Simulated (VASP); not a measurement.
# TaN (rocksalt type) (Fm-3m) in VASP: single point with PBEsol

Aim: the single point of TaN (rocksalt type) with PBEsol.

Program: VASP 6.6.1. These are calculated values, not measurements. Logs are shortened: lines on timing, memory, paths and dates and some standing lists are left out, and cuts for length are marked.

**1. The cell of the first run**

Symmetry: Fm-3m, No. 225, cubic system. The conventional cell has a = 4.376 Å, b = 4.376 Å, c = 4.376 Å, α = 90.00°, β = 90.00°, γ = 90.00°. Within 2.9 Å of Ta (site symmetry m-3m) lie 6 N at 2.19 Å. N (site symmetry m-3m) has 6 Ta at 2.19 Å within 2.9 Å.

**2. Single point, PBEsol (10.47 Å³/atom)**

Contents of POSCAR:

```
TaN
1.0
    0.0000000000      2.1877951177      2.1877951177
    2.1877951177      0.0000000000      2.1877951177
    2.1877951177      2.1877951177      0.0000000000
Ta N
1 1
Direct
    0.0000000000      0.0000000000      0.0000000000
    0.5000000000      0.5000000000      0.5000000000
```

Contents of INCAR.step1:

```
PREC = Accurate ; ENCUT = 520
EDIFF = 1E-6 ; ISMEAR = -1
SIGMA = 0.08 ; LREAL = False
LASPH = True ; NELM = 120
ALGO = Normal ; ISIF = 2
LWAVE = False ; LCHARG = True
LMAXMIX = 4 ; GGA = PS
NBANDS = 16 ; GGA_COMPAT = False
NEDOS = 2001 ; LORBIT = 11
```

Contents of KPOINTS.step1:

```
Automatic mesh
0
Gamma
  15 15 15
```

Contents of INCAR.step2:

```
PREC = Accurate ; ENCUT = 520
EDIFF = 1E-6 ; ISMEAR = -5
SIGMA = 0.08 ; LREAL = False
LASPH = True ; NELM = 120
ALGO = Normal ; ISIF = 2
LWAVE = False ; LCHARG = False
LMAXMIX = 4 ; GGA = PS
LORBIT = 11 ; NBANDS = 16
NEDOS = 1001 ; ICHARG = 11
GGA_COMPAT = False
```

Contents of KPOINTS.step2:

```
Automatic mesh
0
Gamma
  23 23 23
```

Potentials or basis: VASP PAW PBE potentials, release 64 (Ta_sv_GW, N).

Run with:

```console
$ cat potpaw_PBE.64/Ta_sv_GW/POTCAR potpaw_PBE.64/N/POTCAR > POTCAR
$ cp INCAR.step1 INCAR
$ cp KPOINTS.step1 KPOINTS
$ mpirun -np 1 vasp_std > vasp.out
$ cp INCAR.step2 INCAR
$ cp KPOINTS.step2 KPOINTS
$ mpirun -np 1 vasp_std > vasp.out
```

OUTCAR:

```text
PREC = Accurate
   ENCUT = 520
   EDIFF = 1E-6
   ISMEAR = -5
   LREAL = False
   LASPH = True
   NELM = 120
   ISIF = 2
   GGA = PS
   LORBIT = 11
   ICHARG = 11

 ion  position               nearest neighbor table
   1  0.000  0.000  0.000-   2 2.19   2 2.19   2 2.19   2 2.19   2 2.19   2 2.19
   2  0.500  0.500  0.500-   1 2.19   1 2.19   1 2.19   1 2.19   1 2.19   1 2.19

  LATTYP: Found a face centered cubic cell.
 ALAT       =     4.3755902354

  Lattice vectors:

 A1 = (   0.0000000000,   2.1877951177,   2.1877951177)
 A2 = (   2.1877951177,   0.0000000000,   2.1877951177)
 A3 = (   2.1877951177,   2.1877951177,   0.0000000000)

Analysis of symmetry for initial positions (statically):
=====================================================================
 Subroutine PRICEL returns:
 Original cell was already a primitive cell.

 Routine SETGRP: Setting up the symmetry group for a
 face centered cubic supercell.

 Subroutine GETGRP returns: Found 48 space group operations
 (whereof 48 operations were pure point group operations)
 out of a pool of 48 trial point group operations.

The static configuration has the point symmetry O_h .

Analysis of symmetry for dynamics (positions and initial velocities):
=====================================================================
 Subroutine PRICEL returns:
 Original cell was already a primitive cell.

 Routine SETGRP: Setting up the symmetry group for a
 face centered cubic supercell.

 Subroutine GETGRP returns: Found 48 space group operations
 (whereof 48 operations were pure point group operations)
 out of a pool of 48 trial point group operations.

The dynamic configuration has the point symmetry O_h .

 Subroutine INISYM returns: Found 48 space group operations
 (whereof 48 operations are pure point group operations),
 and found     1 'primitive' translations

----------------------------------------------------------------------------------------

                                     Primitive cell

  volume of cell :      20.9435

  direct lattice vectors                    reciprocal lattice vectors
     0.000000000  2.187795118  2.187795118    -0.228540596  0.228540596  0.228540596
     2.187795118  0.000000000  2.187795118     0.228540596 -0.228540596  0.228540596
     2.187795118  2.187795118  0.000000000     0.228540596  0.228540596 -0.228540596

  length of vectors
     3.094009527  3.094009527  3.094009527     0.395843924  0.395843924  0.395843924
[... 89 lines left out ...]
   ISIF   =      2    stress and relaxation
   ISYM   =      2    0-nonsym 1-usesym 2-fastsym
   POTIM  = 0.5000    time-step for ionic-motion
   TEBEG  =    0.0;   TEEND  =   0.0 temperature during run
   PSTRESS=    0.0 pullay stress
   NELECT =      18.0000    total number of electrons
   NUPDOWN=      -1.0000    fix difference up-down
   EMIN   =  10.00;   EMAX   =-10.00  energy-range for DOS
   EFERMI =   0.00;   METHOD = LEGACY
   ISMEAR =    -5;   SIGMA  =   0.08  broadening in eV -4-tet -1-fermi 0-gaus
   EFERMI_NEDOS =   21; number of points for ismear=-14 and -15
   IALGO  =     38    algorithm
   IMIX   =      4    mixing-type and parameters
     AMIX     =   0.40;   BMIX     =  1.00
     AMIX_MAG =   1.60;   BMIX_MAG =  1.00
  volume/ion in A,a.u.               =      10.47        70.67
  Fermi-wavevector in a.u.,A,eV,Ry     =   1.556500  2.941358 32.962713  2.422691
  Thomas-Fermi vector in A             =   2.660286
   LORBIT       =     11    0 simple, 1 ext, 2 COOP (PROOUT), +10 PAW based schemes
   GGA     = PS    functional components
   LHFCALC =     F    Hartree Fock is set to
   AEXX    =    0.0000 exact exchange contribution
   IVDW    =     0    specifies the selected vdW correction
   LEPSILON=     F    determine dielectric tensor
   LRPA    =     F    only Hartree local field effects (RPA)
 non-spin polarized calculation
 Fermi weights with tetrahedron method with Bloechl corrections
  energy-cutoff  :      520.00
  volume of cell :       20.94
 maximum number of plane-waves:       578

 number of electron      18.0000002 magnetization

 Free energy of the ion-electron system (eV)
  ---------------------------------------------------
  ext. energy  EPLUGINS =         0.00000000
  ---------------------------------------------------
  free energy    TOTEN  =       -25.75739512 eV

  energy without entropy =      -25.75739512  energy(sigma->0) =      -25.75739512

 E-fermi :  13.8728     XC(G=0): -14.0473

 val. band max:       13.8883661501   @ k =  -0.3043   0.1304   0.0000
 cond. band min:      13.8714988344   @ k =  -0.4783   0.1739   0.0870
 fundamental gap:     -0.0168673158
 Fermi energy:        13.8728283869

 k-point     1 :       0.0000    0.0000    0.0000
  band No.  band energies     occupation
      1     -55.5926      2.00000
      2     -21.7781      2.00000
      3     -21.7781      2.00000
      4     -21.7781      2.00000
      5      -5.0362      2.00000
      6      10.0386      2.00000
[... 433 lines left out ...]
      3     -21.8784      2.00000
      4     -21.8686      2.00000
      5      -1.9143      2.00000
      6       3.4200      2.00000
[... 8 lines left out ...]
     15      25.4384      0.00000
     16      26.0377      0.00000

 [... further k-points ...]

------------------------ aborting loop because EDIFF is reached ----------------------------------------

  FORCE on cell =-STRESS in cart. coord.  units (eV):
  Direction    XX          YY          ZZ          XY          YZ          ZX
  --------------------------------------------------------------------------------------
  -------------------------------------------------------------------------------------
  Total       -0.0384783     -0.0384783     -0.0384783      0.0000000      0.0000000      0.0000000
  in kB       -2.9435815     -2.9435815     -2.9435815      0.0000000      0.0000000      0.0000000
  external PRESSURE =      -2.9435815 kB  Pullay stress =       0.0000000 kB

 VOLUME and BASIS-vectors are now :
 -----------------------------------------------------------------------------
  energy-cutoff  :      520.00
  volume of cell :       20.94
      direct lattice vectors                 reciprocal lattice vectors
     0.000000000  2.187795118  2.187795118    -0.228540596  0.228540596  0.228540596
     2.187795118  0.000000000  2.187795118     0.228540596 -0.228540596  0.228540596
     2.187795118  2.187795118  0.000000000     0.228540596  0.228540596 -0.228540596

 POSITION                                       TOTAL-FORCE (eV/Angst)
 -----------------------------------------------------------------------------------
      0.00000      0.00000      0.00000         0.000000      0.000000      0.000000
      2.18780      2.18780      2.18780         0.000000      0.000000     -0.000000
 -----------------------------------------------------------------------------------
    total drift:                                0.000000     -0.000000     -0.000000

  FREE ENERGIE OF THE ION-ELECTRON SYSTEM (eV)
  ---------------------------------------------------
  free  energy   TOTEN  =       -25.7573951169 eV

  energy  without entropy=      -25.7573951169  energy(sigma->0) =      -25.75739512

 total charge

# of ion       s       p       d       f       tot
--------------------------------------------------
    1        3.213   6.049   2.432   0.139  11.832
    2        1.223   2.538   0.000   0.000   3.761
--------------------------------------------------
tot          4.436   8.587   2.432   0.139  15.594
```

Wall time 71 s (1 thread of Intel Xeon Platinum 8259CL at 2.50GHz (Skylake/Cascade Lake), shared host); peak memory 0.25 GiB.

Results:

| Quantity | Value |
| --- | --- |
| Valence electrons inside the program's atomic spheres | Ta 11.83; N 3.76 |

Levels at points of the mesh, in eV from the Fermi level:
```csv
k point,band 5,band 6,band 7,band 8,band 9,band 10,band 11,band 12,band 13,band 14
"(0.00, 0.00, 0.00)",-18.91,-3.83,-3.83,-3.83,-2.16,-2.16,-2.16,0.04,0.04,1.66
```

Caveat: the PAW data sets were made with another functional, which shifts forces and pressure a little; spin-orbit coupling is left out, which moves the levels of the heavy elements.
